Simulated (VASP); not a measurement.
# Au (I4/mmm) in VASP: a series of runs

Au is run at these levels: PBEsol; tasks: single point.

Everything below comes from runs of VASP 6.6.1. Logs are shortened: lines on timing, memory, paths and dates and some standing lists are left out, and cuts for length are marked.

## (1) The cell of the first run

Symmetry: I4/mmm, No. 139, tetragonal system. Conventional cell: a = 3.149 Å, b = 3.149 Å, c = 3.315 Å, α = 90.00°, β = 90.00°, γ = 90.00°. Au (site symmetry 4/mmm) has 14 Au at 2.78 to 3.31 Å within 3.7 Å.

## (2) Single point, PBEsol (strain -0.050 along x and y, +0.000 along z)

Input file INCAR:

```
  PREC = Accurate
  ENCUT = 520
  EDIFF = 1E-6
  ISMEAR = 0
  SIGMA = 0.15
  LREAL = False
  LASPH = True
  NELM = 100
  ALGO = Normal
  ISIF = 2
  LWAVE = False
  LCHARG = False
  GGA = PS
  NBANDS = 12
```

Input file KPOINTS:

```
regular mesh
0
Gamma
  20 20 20
```

Input file POSCAR:

```
Au
1.0
   -1.5744055500      1.5744055500      1.6572690000
    1.5744055500     -1.5744055500      1.6572690000
    1.5744055500      1.5744055500     -1.6572690000
Au
1
Direct
    0.0000000000      0.0000000000      0.0000000000
```

Potentials or basis: VASP PAW PBE potentials, release 64 (Au).

Started as:

```bash
$ cat potpaw_PBE.64/Au/POTCAR > POTCAR
$ mpirun -np 1 vasp_std > vasp.out
```

OUTCAR:

```text
PREC = Accurate
   ENCUT = 520
   EDIFF = 1E-6
   ISMEAR = 0
   LREAL = False
   LASPH = True
   NELM = 100
   ISIF = 2
   GGA = PS

 ion  position               nearest neighbor table
   1  0.000  0.000  0.000-

  LATTYP: Found a body centered tetragonal cell.
 ALAT       =     3.1488111000
 C/A-ratio  =     1.0526315789

  Lattice vectors:

 A1 = (  -1.5744055500,   1.5744055500,   1.6572690000)
 A2 = (   1.5744055500,  -1.5744055500,   1.6572690000)
 A3 = (   1.5744055500,   1.5744055500,  -1.6572690000)

Analysis of symmetry for initial positions (statically):
=====================================================================
 Subroutine PRICEL returns:
 Original cell was already a primitive cell.

 Routine SETGRP: Setting up the symmetry group for a
 body centered tetragonal supercell.

 Subroutine GETGRP returns: Found 16 space group operations
 (whereof 16 operations were pure point group operations)
 out of a pool of 16 trial point group operations.

The static configuration has the point symmetry D_4h.

Analysis of symmetry for dynamics (positions and initial velocities):
=====================================================================
 Subroutine PRICEL returns:
 Original cell was already a primitive cell.

 Routine SETGRP: Setting up the symmetry group for a
 body centered tetragonal supercell.

 Subroutine GETGRP returns: Found 16 space group operations
 (whereof 16 operations were pure point group operations)
 out of a pool of 16 trial point group operations.

The dynamic configuration has the point symmetry D_4h.

 Subroutine INISYM returns: Found 16 space group operations
 (whereof 16 operations are pure point group operations),
 and found     1 'primitive' translations

----------------------------------------------------------------------------------------

                                     Primitive cell

  volume of cell :      16.4318

  direct lattice vectors                    reciprocal lattice vectors
    -1.574405550  1.574405550  1.657269000     0.000000000  0.317580181  0.301701172
     1.574405550 -1.574405550  1.657269000     0.317580181  0.000000000  0.301701172
     1.574405550  1.574405550 -1.657269000     0.317580181  0.317580181  0.000000000

  length of vectors
     2.775616366  2.775616366  2.775616366     0.438041972  0.438041972  0.449126200

  position of ions in fractional coordinates (direct lattice)
[... 77 lines left out ...]
   EDIFF  = 0.1E-05   stopping-criterion for ELM
   LREAL  =      F    real-space projection
   EDIFFG = 0.1E-04   stopping-criterion for IOM
   NSW    =      0    number of steps for IOM
   IBRION =     -1    ionic relax: 0-MD 1-quasi-New 2-CG
   NFREE  =      0    steps in history (QN), initial steepest desc. (CG)
   ISIF   =      2    stress and relaxation
   ISYM   =      2    0-nonsym 1-usesym 2-fastsym
   POTIM  = 0.5000    time-step for ionic-motion
   TEBEG  =    0.0;   TEEND  =   0.0 temperature during run
   PSTRESS=    0.0 pullay stress
   NELECT =      11.0000    total number of electrons
   NUPDOWN=      -1.0000    fix difference up-down
   EMIN   =  10.00;   EMAX   =-10.00  energy-range for DOS
   EFERMI =   0.00;   METHOD = LEGACY
   ISMEAR =     0;   SIGMA  =   0.15  broadening in eV -4-tet -1-fermi 0-gaus
   EFERMI_NEDOS =   21; number of points for ismear=-14 and -15
   IALGO  =     38    algorithm
   IMIX   =      4    mixing-type and parameters
     AMIX     =   0.40;   BMIX     =  1.00
     AMIX_MAG =   1.60;   BMIX_MAG =  1.00
  volume/ion in A,a.u.               =      16.43       110.89
  Fermi-wavevector in a.u.,A,eV,Ry     =   1.432112  2.706299 27.904798  2.050945
  Thomas-Fermi vector in A             =   2.551775
   LORBIT       =      0    0 simple, 1 ext, 2 COOP (PROOUT), +10 PAW based schemes
   GGA     = PS    functional components
   LHFCALC =     F    Hartree Fock is set to
   AEXX    =    0.0000 exact exchange contribution
   IVDW    =     0    specifies the selected vdW correction
   LEPSILON=     F    determine dielectric tensor
   LRPA    =     F    only Hartree local field effects (RPA)
 non-spin polarized calculation
 Gauss-broadening in eV      SIGMA  =   0.15
  energy-cutoff  :      520.00
  volume of cell :       16.43
 maximum number of plane-waves:       458
 NGX is ok and might be reduce to    24
   NGX = 11   NGY = 11   NGZ = 11

 number of electron      11.0000001 magnetization

 Free energy of the ion-electron system (eV)
  ---------------------------------------------------
  ext. energy  EPLUGINS =         0.00000000
  ---------------------------------------------------
  free energy    TOTEN  =        -3.89283581 eV

  energy without entropy =       -3.88991367  energy(sigma->0) =       -3.89137474

 E-fermi :   9.9212     XC(G=0): -13.1038

 val. band max:        9.9202074465   @ k =  -0.2500  -0.3500   0.1500
 cond. band min:       9.9217252927   @ k =  -0.2500   0.4500   0.1000
 fundamental gap:      0.0015178462
 Fermi energy:         9.9212027749

 k-point     1 :       0.0000    0.0000    0.0000
  band No.  band energies     occupation
      1      -0.4044      2.00000
      2       4.7307      2.00000
      3       4.7307      2.00000
      4       5.0776      2.00000
      5       6.6714      2.00000
      6       7.0771      2.00000
      7      25.8213      0.00000
      8      26.7079      0.00000
      9      26.7079      0.00000
     10      33.6650      0.00000
     11      35.0699      0.00000
     12      35.5472      0.00000
[... 331 lines left out ...]
 k-point    24 :      -0.3500    0.0500    0.0000
  band No.  band energies     occupation
      1       2.2030      2.00000
      2       4.0845      2.00000
      3       5.5198      2.00000
      4       6.4680      2.00000
      5       7.1168      2.00000
      6       7.4529      2.00000
      7      18.8335      0.00000
      8      23.8091      0.00000
      9      26.6595      0.00000
     10      30.6658      0.00000
     11      32.1019      0.00000
     12      32.9289      0.00000

 [... further k-points ...]
[... 5 lines left out ...]
  --------------------------------------------------------------------------------------
  -------------------------------------------------------------------------------------
  Total        0.6843007      0.6843007      0.7165774      0.0000000     -0.0000000      0.0000000
  in kB       66.7223489     66.7223489     69.8694703      0.0000000     -0.0000000      0.0000000
  external PRESSURE =      67.7713894 kB  Pullay stress =       0.0000000 kB

 VOLUME and BASIS-vectors are now :
 -----------------------------------------------------------------------------
  energy-cutoff  :      520.00
  volume of cell :       16.43
      direct lattice vectors                 reciprocal lattice vectors
    -1.574405550  1.574405550  1.657269000     0.000000000  0.317580181  0.301701172
     1.574405550 -1.574405550  1.657269000     0.317580181  0.000000000  0.301701172
     1.574405550  1.574405550 -1.657269000     0.317580181  0.317580181  0.000000000

 POSITION                                       TOTAL-FORCE (eV/Angst)
 -----------------------------------------------------------------------------------
      0.00000      0.00000      0.00000        -0.000000      0.000000     -0.000000
 -----------------------------------------------------------------------------------
    total drift:                                0.000000      0.000000     -0.000000

  FREE ENERGIE OF THE ION-ELECTRON SYSTEM (eV)
  ---------------------------------------------------
  free  energy   TOTEN  =        -3.8928358119 eV

  energy  without entropy=       -3.8899136657  energy(sigma->0) =       -3.89137474
```

OSZICAR:

```text
N       E                     dE             d eps       ncg     rms          rms(c)
DAV:   1     0.496065958927E+02    0.49607E+02   -0.55979E+03 15864   0.821E+02
DAV:   2    -0.352969296031E+01   -0.53136E+02   -0.50277E+02 18352   0.189E+02
DAV:   3    -0.424262647085E+01   -0.71293E+00   -0.71214E+00 18272   0.211E+01
DAV:   4    -0.424492360210E+01   -0.22971E-02   -0.22970E-02 17624   0.138E+00
DAV:   5    -0.424493933101E+01   -0.15729E-04   -0.15729E-04 18344   0.108E-01    0.104E+01
DAV:   6    -0.392265082835E+01    0.32229E+00   -0.84750E-01 16712   0.738E+00    0.636E+00
DAV:   7    -0.389619483354E+01    0.26456E-01   -0.84044E-02 18100   0.231E+00    0.296E+00
DAV:   8    -0.389285025762E+01    0.33446E-02   -0.21213E-03 17004   0.434E-01    0.317E-01
DAV:   9    -0.389283262082E+01    0.17637E-04   -0.10998E-05 17176   0.300E-02    0.982E-03
DAV:  10    -0.389283578526E+01   -0.31644E-05   -0.11244E-06 17408   0.817E-03    0.108E-03
DAV:  11    -0.389283581188E+01   -0.26624E-07   -0.48123E-08  8780   0.182E-03
   1 F= -.38928358E+01 E0= -.38913747E+01  d E =-.292215E-02
```

stdout:

```text
POSCAR found type information on POSCAR Au
 POSCAR found :  1 types and       1 ions
 scaLAPACK will be used
 -----------------------------------------------------------------------------
|                                                                             |
|                                                                             |
|     You enforced a specific xc type in the INCAR file but a different       |
|     I HOPE YOU KNOW WHAT YOU ARE DOING!                                     |
|                                                                             |
 -----------------------------------------------------------------------------

 LDA part: xc-table for (Slater+PW92), standard interpolation
 POSCAR, INCAR and KPOINTS ok, starting setup
 FFT: planning ... GRIDC
 FFT: planning ... GRID_SOFT
 FFT: planning ... GRID
 WAVECAR not read
 entering main loop
```

Wall time 30 s (1 thread of Intel Xeon 6975P-C (Granite Rapids), shared host); peak memory 0.25 GiB.

Results:

| Property | Result |
| --- | --- |
| Free energy | -3.8928 eV |
| Pressure | 6.8 GPa |

Caveat: the cell differs from its parent crystal (strain -0.050 along x and y, +0.000 along z); the PAW data sets were made with another functional, which shifts forces and pressure a little; spin-orbit coupling is left out, which moves the levels of the heavy elements.

## (3) Single point, PBEsol (strain -0.025 along x and y, -0.050 along z)

Input file INCAR:

```
ALGO     = Fast           # electronic algorithm
EDIFF    = 1E-6           # SCF threshold, eV
ENCUT    = 520            # plane-wave cutoff, eV
GGA      = PS             # functional
ISIF     = 2              # what is computed and relaxed
ISMEAR   = 0              # smearing method
LASPH    = True           # aspherical terms in the spheres
LCHARG   = False          # write CHGCAR
LREAL    = False          # projectors in reciprocal space
LWAVE    = False          # write WAVECAR
NBANDS   = 12             # bands
NELM     = 100            # most SCF steps
PREC     = Accurate       # precision mode
SIGMA    = 0.15           # smearing width, eV
```

Input file KPOINTS:

```
k-points
0
Gamma
  20 20 20
```

Input file POSCAR:

```
Au
1.0
   -1.6158372750      1.6158372750      1.5744055500
    1.6158372750     -1.6158372750      1.5744055500
    1.6158372750      1.6158372750     -1.5744055500
Au
1
Direct
    0.0000000000      0.0000000000      0.0000000000
```

Potentials or basis: VASP PAW PBE potentials, release 64 (Au).

Started as:

```bash
$ cat potpaw_PBE.64/Au/POTCAR > POTCAR
$ mpirun -np 1 vasp_std > vasp.out
```

OUTCAR:

```text
EDIFF = 1E-6
   ENCUT = 520
   GGA = PS
   ISIF = 2
   ISMEAR = 0
   LASPH = True
   LREAL = False
   NELM = 100
   PREC = Accurate

 ion  position               nearest neighbor table
   1  0.000  0.000  0.000-

  LATTYP: Found a body centered tetragonal cell.
 ALAT       =     3.2316745500
 C/A-ratio  =     0.9743589744

  Lattice vectors:

 A1 = (  -1.6158372750,   1.6158372750,   1.5744055500)
 A2 = (   1.6158372750,  -1.6158372750,   1.5744055500)
 A3 = (   1.6158372750,   1.6158372750,  -1.5744055500)

Analysis of symmetry for initial positions (statically):
=====================================================================
 Subroutine PRICEL returns:
 Original cell was already a primitive cell.

 Routine SETGRP: Setting up the symmetry group for a
 body centered tetragonal supercell.

 Subroutine GETGRP returns: Found 16 space group operations
 (whereof 16 operations were pure point group operations)
 out of a pool of 16 trial point group operations.

The static configuration has the point symmetry D_4h.

Analysis of symmetry for dynamics (positions and initial velocities):
=====================================================================
 Subroutine PRICEL returns:
 Original cell was already a primitive cell.

 Routine SETGRP: Setting up the symmetry group for a
 body centered tetragonal supercell.

 Subroutine GETGRP returns: Found 16 space group operations
 (whereof 16 operations were pure point group operations)
 out of a pool of 16 trial point group operations.

The dynamic configuration has the point symmetry D_4h.

 Subroutine INISYM returns: Found 16 space group operations
 (whereof 16 operations are pure point group operations),
 and found     1 'primitive' translations

----------------------------------------------------------------------------------------

                                     Primitive cell

  volume of cell :      16.4427
[... 109 lines left out ...]
  Fermi-wavevector in a.u.,A,eV,Ry     =   1.431798  2.705706 27.892566  2.050046
  Thomas-Fermi vector in A             =   2.551495
   LORBIT       =      0    0 simple, 1 ext, 2 COOP (PROOUT), +10 PAW based schemes
   GGA     = PS    functional components
   LHFCALC =     F    Hartree Fock is set to
   AEXX    =    0.0000 exact exchange contribution
   IVDW    =     0    specifies the selected vdW correction
   LEPSILON=     F    determine dielectric tensor
   LRPA    =     F    only Hartree local field effects (RPA)
 non-spin polarized calculation
 RMM-DIIS sequential band-by-band and
 Gauss-broadening in eV      SIGMA  =   0.15
  energy-cutoff  :      520.00
  volume of cell :       16.44
 maximum number of plane-waves:       456
 NGX is ok and might be reduce to    24
   NGX = 11   NGY = 11   NGZ = 11

 number of electron      10.9999999 magnetization

 Free energy of the ion-electron system (eV)
  ---------------------------------------------------
  ext. energy  EPLUGINS =         0.00000000
  ---------------------------------------------------
  free energy    TOTEN  =        -3.89305464 eV

  energy without entropy =       -3.89070902  energy(sigma->0) =       -3.89188183

 E-fermi :   9.9077     XC(G=0): -13.1000

 val. band max:        9.8968426787   @ k =  -0.4500   0.5000   0.0500
 cond. band min:       9.9105457784   @ k =   0.5000   0.4000   0.0000
 fundamental gap:      0.0137030997
 Fermi energy:         9.9077004649

 k-point     1 :       0.0000    0.0000    0.0000
  band No.  band energies     occupation
      1      -0.4081      2.00000
      2       4.7018      2.00000
      3       4.8881      2.00000
      4       4.8881      2.00000
      5       6.7712      2.00000
      6       6.9944      2.00000
      7      26.2265      0.00000
      8      26.2265      0.00000
      9      26.7160      0.00000
     10      34.5607      0.00000
     11      34.5625      0.00000
     12      35.2485      0.00000
[... 331 lines left out ...]
 k-point    24 :      -0.3500    0.0500    0.0000
  band No.  band energies     occupation
      1       2.2491      2.00000
      2       3.9070      2.00000
      3       5.5477      2.00000
      4       6.6924      2.00000
      5       7.0384      2.00000
      6       7.4614      2.00000
      7      19.2539      0.00000
      8      23.5475      0.00000
      9      26.0319      0.00000
     10      30.3707      0.00000
     11      31.5151      0.00000
     12      33.8990      0.00000

 [... further k-points ...]
[... 5 lines left out ...]
  --------------------------------------------------------------------------------------
  -------------------------------------------------------------------------------------
  Total        0.6917299      0.6917299      0.6813275      0.0000000      0.0000000      0.0000000
  in kB       67.4023915     67.4023915     66.3887788      0.0000000      0.0000000      0.0000000
  external PRESSURE =      67.0645206 kB  Pullay stress =       0.0000000 kB

 VOLUME and BASIS-vectors are now :
 -----------------------------------------------------------------------------
  energy-cutoff  :      520.00
  volume of cell :       16.44
      direct lattice vectors                 reciprocal lattice vectors
    -1.615837275  1.615837275  1.574405550     0.000000000  0.309437100  0.317580181
     1.615837275 -1.615837275  1.574405550     0.309437100  0.000000000  0.317580181
     1.615837275  1.615837275 -1.574405550     0.309437100  0.309437100  0.000000000

 POSITION                                       TOTAL-FORCE (eV/Angst)
 -----------------------------------------------------------------------------------
      0.00000      0.00000      0.00000        -0.000000     -0.000000      0.000000
 -----------------------------------------------------------------------------------
    total drift:                               -0.000000      0.000000     -0.000000

  FREE ENERGIE OF THE ION-ELECTRON SYSTEM (eV)
  ---------------------------------------------------
  free  energy   TOTEN  =        -3.8930546432 eV

  energy  without entropy=       -3.8907090229  energy(sigma->0) =       -3.89188183
```

OSZICAR:

```text
N       E                     dE             d eps       ncg     rms          rms(c)
DAV:   1     0.493459305174E+02    0.49346E+02   -0.56405E+03 15880   0.822E+02
DAV:   2    -0.354473706651E+01   -0.52891E+02   -0.50042E+02 18448   0.189E+02
DAV:   3    -0.424305001262E+01   -0.69831E+00   -0.69708E+00 18120   0.209E+01
DAV:   4    -0.424531764991E+01   -0.22676E-02   -0.22675E-02 17840   0.137E+00
DAV:   5    -0.424533317418E+01   -0.15524E-04   -0.15524E-04 18200   0.107E-01    0.103E+01
RMM:   6    -0.392227283898E+01    0.32306E+00   -0.35723E-01 15449   0.497E+00    0.631E+00
RMM:   7    -0.389627619044E+01    0.25997E-01   -0.45972E-02 16621   0.197E+00    0.296E+00
RMM:   8    -0.389308265056E+01    0.31935E-02   -0.44417E-03 17243   0.595E-01    0.400E-01
RMM:   9    -0.389305305452E+01    0.29596E-04   -0.53134E-04 18246   0.195E-01    0.122E-01
RMM:  10    -0.389305423817E+01   -0.11836E-05   -0.80897E-05 17860   0.693E-02    0.801E-02
RMM:  11    -0.389305457539E+01   -0.33722E-06   -0.16464E-05 17178   0.267E-02    0.120E-02
RMM:  12    -0.389305464320E+01   -0.67812E-07   -0.19725E-06 14076   0.884E-03
   1 F= -.38930546E+01 E0= -.38918818E+01  d E =-.234562E-02
```

Wall time 46 s (1 thread of Intel Xeon 6975P-C (Granite Rapids), shared host); peak memory 0.24 GiB.

What came out:

```
Free energy : -3.8931 eV
Pressure    : 6.7 GPa
```

Stress tensor (GPa, compression positive):
```
6.74 0.00 0.00
0.00 6.74 0.00
0.00 0.00 6.64
```

Levels at points of the mesh, in eV from the Fermi level:
```tsv
k point	band 2	band 3	band 4	band 5	band 6	band 7	band 8	band 9	band 10	band 11
(0.00, 0.00, 0.00)	-5.21	-5.02	-5.02	-3.14	-2.91	16.32	16.32	16.81	24.65	24.65
(0.50, 0.00, 0.00)	-6.32	-3.13	-2.72	-1.35	-0.82	3.84	12.23	13.92	22.09	22.57
(0.50, 0.50, 0.00)	-6.12	-3.33	-2.86	-1.38	-0.98	3.62	12.58	14.55	22.70	22.93
(0.50, 0.50, 0.50)	-7.19	-1.79	-1.79	-1.73	6.02	6.02	6.79	10.10	16.12	16.72
```

Caveat: the cell differs from its parent crystal (strain -0.025 along x and y, -0.050 along z); the PAW data sets were made with another functional, which shifts forces and pressure a little; spin-orbit coupling is left out, which moves the levels of the heavy elements.

(Continued in part 2 of 2.)
